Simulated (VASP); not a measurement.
# KBr (I4mm) in VASP: notebook

KBr is run at these levels: r2SCAN; tasks: single point.

All numbers are computed with VASP 6.6.1; they aren't measurements. Logs are shortened: lines on timing, memory, paths and dates and some standing lists are left out, and cuts for length are marked.

## Step 1: The cell of the first run

It takes space group I4mm (No. 107, tetragonal). The conventional cell has a = 4.656 Å, b = 4.656 Å, c = 6.585 Å, α = 90.00°, β = 90.00°, γ = 90.00°. Within 4.2 Å of K (site symmetry 4mm) lie 6 Br at 3.22 to 3.37 Å. Br (site symmetry 4mm) has 6 K at 3.22 to 3.37 Å within 4.2 Å.

## Step 2: Single point, r2SCAN

POSCAR reads:

```
KBr
1.0
    0.0000000000      3.2925000000      3.2925000000
    3.2925000000      0.0000000000      3.2925000000
    3.2925000000      3.2925000000      0.0000000000
K Br
1 1
Direct
   -0.0113895216     -0.0113895216      0.0113895216
    0.5000000000      0.5000000000      0.5000000000
```

INCAR.step1 reads:

```
PREC = Accurate
ENCUT = 520
ISMEAR = 0
SIGMA = 0.05
LREAL = False
LASPH = True
NELM = 80
NBANDS = 15
GGA = PE
ALGO = Normal
EDIFF = 1E-4
LWAVE = True
LCHARG = False
```

INCAR.step2 reads:

```
PREC = Accurate
ENCUT = 520
EDIFF = 1E-6
ISMEAR = 0
SIGMA = 0.05
LREAL = False
LASPH = True
NELM = 80
ALGO = Normal
ISIF = 2
LWAVE = False
LCHARG = False
METAGGA = R2SCAN
LMIXTAU = True
NBANDS = 15
ISTART = 1
```

KPOINTS reads:

```
Automatic mesh
0
Gamma
  6 6 6
```

Potentials or basis: VASP PAW PBE potentials, release 64 (K_sv, Br).

Started as:

```bash
> cat potpaw_PBE.64/K_sv/POTCAR potpaw_PBE.64/Br/POTCAR > POTCAR
> cp INCAR.step1 INCAR
> mpirun -np 1 vasp_std > vasp.out
> cp INCAR.step2 INCAR
> mpirun -np 1 vasp_std > vasp.out
```

OUTCAR:

```text
PREC = Accurate
   ENCUT = 520
   EDIFF = 1E-6
   ISMEAR = 0
   LREAL = False
   LASPH = True
   NELM = 80
   ISIF = 2
   METAGGA = R2SCAN
   ISTART = 1

 ion  position               nearest neighbor table
   1  0.989  0.989  0.011-   2 3.22   2 3.29   2 3.29   2 3.29   2 3.29
   2  0.500  0.500  0.500-   1 3.22   1 3.29   1 3.29   1 3.29   1 3.29

  LATTYP: Found a face centered cubic cell.
 ALAT       =     6.5850000000

  Lattice vectors:

 A1 = (   0.0000000000,   3.2925000000,   3.2925000000)
 A2 = (   3.2925000000,   0.0000000000,   3.2925000000)
 A3 = (   3.2925000000,   3.2925000000,   0.0000000000)

Analysis of symmetry for initial positions (statically):
=====================================================================
 Subroutine PRICEL returns:
 Original cell was already a primitive cell.

 Routine SETGRP: Setting up the symmetry group for a
 face centered cubic supercell.

 Subroutine GETGRP returns: Found  8 space group operations
 (whereof  8 operations were pure point group operations)
 out of a pool of 48 trial point group operations.

The static configuration has the point symmetry C_4v.

Analysis of symmetry for dynamics (positions and initial velocities):
=====================================================================
 Subroutine PRICEL returns:
 Original cell was already a primitive cell.

 Routine SETGRP: Setting up the symmetry group for a
 face centered cubic supercell.

 Subroutine GETGRP returns: Found  8 space group operations
 (whereof  8 operations were pure point group operations)
 out of a pool of 48 trial point group operations.

The dynamic configuration has the point symmetry C_4v.

 Subroutine INISYM returns: Found  8 space group operations
 (whereof  8 operations are pure point group operations),
 and found     1 'primitive' translations

----------------------------------------------------------------------------------------

                                     Primitive cell

  volume of cell :      71.3851

  direct lattice vectors                    reciprocal lattice vectors
     0.000000000  3.292500000  3.292500000    -0.151860289  0.151860289  0.151860289
     3.292500000  0.000000000  3.292500000     0.151860289 -0.151860289  0.151860289
     3.292500000  3.292500000  0.000000000     0.151860289  0.151860289 -0.151860289

  length of vectors
     4.656298154  4.656298154  4.656298154     0.263029735  0.263029735  0.263029735

  position of ions in fractional coordinates (direct lattice)
     0.988610478  0.988610478  0.011389522
     0.500000000  0.500000000  0.500000000

  ion indices of the primitive-cell ions
   primitive index   ion index
                 1           1
                 2           2

----------------------------------------------------------------------------------------

 KPOINTS: Automatic mesh

Automatic generation of k-mesh.
 Grid dimensions read from file:
 generate k-points for:    6    6    6

 Generating k-lattice:

  Cartesian coordinates                     Fractional coordinates (reciprocal lattice)
    -0.025310048  0.025310048  0.025310048     0.166666667  0.000000000  0.000000000
     0.025310048 -0.025310048  0.025310048     0.000000000  0.166666667  0.000000000
     0.025310048  0.025310048 -0.025310048     0.000000000  0.000000000  0.166666667

  Length of vectors
     0.043838289  0.043838289  0.043838289

  Shift w.r.t. Gamma in fractional coordinates (k-lattice)
     0.000000000  0.000000000  0.000000000

 Subroutine IBZKPT returns following result:
 ===========================================

 Found     30 irreducible k-points:

 Following reciprocal coordinates:
            Coordinates               Weight
  0.000000  0.000000  0.000000      1.000000
  0.166667  0.000000  0.000000      8.000000
  0.333333  0.000000  0.000000      8.000000
  0.500000  0.000000  0.000000      4.000000
  0.166667  0.166667  0.000000      2.000000
  0.000000  0.166667  0.166667      4.000000
[... 16 lines left out ...]
  0.500000  0.333333  0.166667      8.000000
  0.166667  0.500000  0.333333      8.000000
 [... further k-points ...]
   k-points           NKPTS =     30   k-points in BZ     NKDIM =     30   number of bands    NBANDS=     15
   number of dos      NEDOS =    301   number of ions     NIONS =      2
   total plane-waves  NPLWV =  46656
   dimension x,y,z NGX =    36 NGY =   36 NGZ =   36
   dimension x,y,z NGXF=    72 NGYF=   72 NGZF=   72
   ions per type =               1   1
   NGX,Y,Z   is equivalent  to a cutoff of  12.85, 12.85, 12.85 a.u.
   NGXF,Y,Z  is equivalent  to a cutoff of  25.71, 25.71, 25.71 a.u.
 SYSTEM =  unknown system
   PREC   = accura    normal or accurate (medium, high low for compatibility)
   ISTART =      1    job   : 0-new  1-cont  2-samecut
   ICHARG =      0    charge: 1-file 2-atom 10-const
   ISPIN  =      1    spin polarized calculation?
   LNONCOLLINEAR =      F non collinear calculations
   LSORBIT =      F    spin-orbit coupling
   LASPH  =      T    aspherical Exc in radial PAW
   ENCUT  =  520.0 eV  38.22 Ry    6.18 a.u.   8.66  8.66  8.66*2*pi/ulx,y,z
   NELM   =     80;   NELMIN=  2; NELMDL=  0     # of ELM steps
   EDIFF  = 0.1E-05   stopping-criterion for ELM
   LREAL  =      F    real-space projection
   EDIFFG = 0.1E-04   stopping-criterion for IOM
   NSW    =      0    number of steps for IOM
   IBRION =     -1    ionic relax: 0-MD 1-quasi-New 2-CG
   NFREE  =      0    steps in history (QN), initial steepest desc. (CG)
   ISIF   =      2    stress and relaxation
   ISYM   =      2    0-nonsym 1-usesym 2-fastsym
   POTIM  = 0.5000    time-step for ionic-motion
   TEBEG  =    0.0;   TEEND  =   0.0 temperature during run
   PSTRESS=    0.0 pullay stress
   NELECT =      16.0000    total number of electrons
   NUPDOWN=      -1.0000    fix difference up-down
   EMIN   =  10.00;   EMAX   =-10.00  energy-range for DOS
   EFERMI =   0.00;   METHOD = LEGACY
   ISMEAR =     0;   SIGMA  =   0.05  broadening in eV -4-tet -1-fermi 0-gaus
   EFERMI_NEDOS =   21; number of points for ismear=-14 and -15
   IALGO  =     38    algorithm
   IMIX   =      4    mixing-type and parameters
     AMIX     =   0.40;   BMIX     =  1.00
     AMIX_MAG =   1.60;   BMIX_MAG =  1.00
  volume/ion in A,a.u.               =      35.69       240.87
  Fermi-wavevector in a.u.,A,eV,Ry     =   0.994441  1.879221 13.454978  0.988913
  Thomas-Fermi vector in A             =   2.126392
   LORBIT       =      0    0 simple, 1 ext, 2 COOP (PROOUT), +10 PAW based schemes
   METAGGA = R2SCAN    functional components
   LHFCALC =     F    Hartree Fock is set to
   AEXX    =    0.0000 exact exchange contribution
   IVDW    =     0    specifies the selected vdW correction
   LEPSILON=     F    determine dielectric tensor
   LRPA    =     F    only Hartree local field effects (RPA)
 non-spin polarized calculation
 Gauss-broadening in eV      SIGMA  =   0.05
  energy-cutoff  :      520.00
  volume of cell :       71.39
 maximum number of plane-waves:      1948
 NGX is ok and might be reduce to    36
   NGX = 17   NGY = 17   NGZ = 17

 number of electron      15.9999998 magnetization

 Free energy of the ion-electron system (eV)
  ---------------------------------------------------
  ext. energy  EPLUGINS =         0.00000000
  ---------------------------------------------------
  free energy    TOTEN  =       -23.24423318 eV

  energy without entropy =      -23.24423318  energy(sigma->0) =      -23.24423318

 E-fermi :  -1.8200     XC(G=0):  -7.7777

 val. band max:       -2.1235329166   @ k =   0.0000   0.0000   0.0000
 cond. band min:       2.9769745306   @ k =   0.0000   0.0000   0.0000
 fundamental gap:      5.1005074472
 Fermi energy:        -1.8199640679

 k-point     1 :       0.0000    0.0000    0.0000
  band No.  band energies     occupation
      1     -30.9883      2.00000
      2     -14.8606      2.00000
      3     -13.6950      2.00000
      4     -13.6950      2.00000
      5     -13.6942      2.00000
      6      -2.1237      2.00000
      7      -2.1237      2.00000
      8      -2.1235      2.00000
      9       2.9770      0.00000
     10       6.1183      0.00000
     11       6.1204      0.00000
     12       6.1204      0.00000
     13       7.1019      0.00000
     14       7.1115      0.00000
     15       9.9415      0.00000

 k-point     2 :       0.1667    0.0000    0.0000
  band No.  band energies     occupation
      1     -30.9869      2.00000
      2     -14.9092      2.00000
      3     -13.6970      2.00000
      4     -13.6962      2.00000
      5     -13.6251      2.00000
      6      -2.4812      2.00000
      7      -2.2115      2.00000
      8      -2.2109      2.00000
      9       3.6314      0.00000
     10       5.9351      0.00000
     11       6.4573      0.00000
     12       6.4576      0.00000
     13       7.4786      0.00000
     14       7.4898      0.00000
     15      10.9361      0.00000

 k-point     3 :       0.3333    0.0000    0.0000
  band No.  band energies     occupation
      1     -30.9840      2.00000
      2     -14.9937      2.00000
      3     -13.6994      2.00000
      4     -13.6987      2.00000
      5     -13.5005      2.00000
      6      -3.0564      2.00000
      7      -2.3771      2.00000
      8      -2.3765      2.00000
      9       4.6950      0.00000
     10       6.2126      0.00000
     11       7.3658      0.00000
     12       7.3666      0.00000
     13       8.4196      0.00000
     14       8.4335      0.00000
     15      10.2993      0.00000
[... 343 lines left out ...]
 k-point    23 :       0.5000    0.3333    0.1667
  band No.  band energies     occupation
      1     -30.9822      2.00000
      2     -14.9160      2.00000
      3     -13.7344      2.00000
      4     -13.7161      2.00000
      5     -13.5687      2.00000
      6      -2.9889      2.00000
      7      -2.5029      2.00000
      8      -2.4668      2.00000
      9       5.2509      0.00000
     10       5.6394      0.00000
     11       7.5260      0.00000
     12       8.3411      0.00000
     13       8.4398      0.00000
     14       8.7363      0.00000
     15       9.8020      0.00000

 k-point    24 :       0.1667    0.5000    0.3333
  band No.  band energies     occupation
      1     -30.9822      2.00000
      2     -14.9151      2.00000
      3     -13.7343      2.00000
      4     -13.7166      2.00000
      5     -13.5692      2.00000
      6      -2.9897      2.00000
      7      -2.5042      2.00000
      8      -2.4669      2.00000
      9       5.2559      0.00000
     10       5.6443      0.00000
     11       7.5283      0.00000
     12       8.3378      0.00000
     13       8.4175      0.00000
     14       8.7605      0.00000
     15       9.7761      0.00000

 [... further k-points ...]

------------------------ aborting loop because EDIFF is reached ----------------------------------------

  FORCE on cell =-STRESS in cart. coord.  units (eV):
  Direction    XX          YY          ZZ          XY          YZ          ZX
  --------------------------------------------------------------------------------------
  -------------------------------------------------------------------------------------
  Total        0.0742476      0.0742476      0.1321095      0.0000000      0.0000000      0.0000000
  in kB        1.6664252      1.6664252      2.9650849      0.0000000      0.0000000      0.0000000
  external PRESSURE =       2.0993117 kB  Pullay stress =       0.0000000 kB

 VOLUME and BASIS-vectors are now :
 -----------------------------------------------------------------------------
  energy-cutoff  :      520.00
  volume of cell :       71.39
      direct lattice vectors                 reciprocal lattice vectors
     0.000000000  3.292500000  3.292500000    -0.151860289  0.151860289  0.151860289
     3.292500000  0.000000000  3.292500000     0.151860289 -0.151860289  0.151860289
     3.292500000  3.292500000  0.000000000     0.151860289  0.151860289 -0.151860289

 POSITION                                       TOTAL-FORCE (eV/Angst)
 -----------------------------------------------------------------------------------
      3.29250      3.29250      6.51000         0.000000      0.000000      0.105342
      3.29250      3.29250      3.29250         0.000000      0.000000     -0.105342
 -----------------------------------------------------------------------------------
    total drift:                                0.000000      0.000000      0.000519

  FREE ENERGIE OF THE ION-ELECTRON SYSTEM (eV)
  ---------------------------------------------------
  free  energy   TOTEN  =       -23.2442331769 eV

  energy  without entropy=      -23.2442331769  energy(sigma->0) =      -23.24423318
```

Run time: 2.9 min. Hardware: 1 thread of Intel Xeon Platinum 8375C at 2.90GHz (Ice Lake), shared host; peak memory 0.22 GiB.

What came out:

| Item | Value |
| --- | --- |
| Free energy | -23.2442 eV |
| Pressure | 0.2 GPa |
| Largest force | 0.105 eV/Å |
| Band gap on the k mesh | 5.10 eV |

Forces in eV/Å, atoms in the order of the input:
```
K    0.000  0.000  0.105
Br   0.000  0.000 -0.105
```

Stress tensor (GPa, compression positive):
```
0.17 0.00 0.00
0.00 0.17 0.00
0.00 0.00 0.30
```

Caveat: the cell differs from its parent crystal (all K atoms moved +0.075 Å, as atom 1 towards its neighbour atom 2 (Br) at 3.292 Å); the PAW data sets were made with another functional, which shifts forces and pressure a little.

(Continued in part 2 of 2.)
